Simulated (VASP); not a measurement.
Here is a VASP 6.6.1 calculation.

File INCAR:

```
PREC = Accurate ; ENCUT = 520
EDIFF = 1E-6 ; ISMEAR = -1
SIGMA = 0.05 ; LREAL = False
LASPH = True ; NELM = 100
ALGO = Normal ; ISIF = 2
LWAVE = False ; LCHARG = False
GGA = B5 ; ALDAX = 1.0
AGGAX = 1.0 ; AGGAC = 1.0
ALDAC = 0.0 ; NBANDS = 56
```

File KPOINTS:

```
Automatic mesh
0
Gamma
  5 6 5
```

The input POSCAR:

```
HfO2
1.0
    5.2194633600      0.0000000000      0.0000000000
    0.0000000000      5.0047636900      0.0000000000
    0.0000000000      0.0000000000      5.0326850500
Hf O
4 8
Direct
    0.9669940000      0.7325208200      0.7414403500
    0.5330060000      0.7325208200      0.2414403500
    0.4669940000      0.2674791800      0.7414403500
    0.0330060000      0.2674791800      0.2414403500
    0.6321274500      0.9286454000      0.8792672600
    0.8678725500      0.9286454000      0.3792672600
    0.2339485200      0.5398830500      0.4922923900
    0.2660514800      0.5398830500      0.9922923900
    0.7660514800      0.4601169500      0.9922923900
    0.7339485200      0.4601169500      0.4922923900
    0.1321274500      0.0713546000      0.8792672600
    0.3678725500      0.0713546000      0.3792672600
```

Potentials or basis: VASP PAW PBE potentials, release 64 (Hf_pv, O).

The run is started by

```console
$ cat potpaw_PBE.64/Hf_pv/POTCAR potpaw_PBE.64/O/POTCAR > POTCAR
$ mpirun -np 1 vasp_std > vasp.out
```

(1) Estimate the largest force.

(2) Estimate the pressure.

(3) Predict the band gap on the k mesh.

Answers

(1) 0.117 eV/Å.

(2) 13.9 GPa.

(3) 4.48 eV, indirect (least direct gap 4.67 eV).

Caveat: the PAW data sets were made with another functional, which shifts forces and pressure a little; spin-orbit coupling is left out, which moves the levels of the heavy elements.
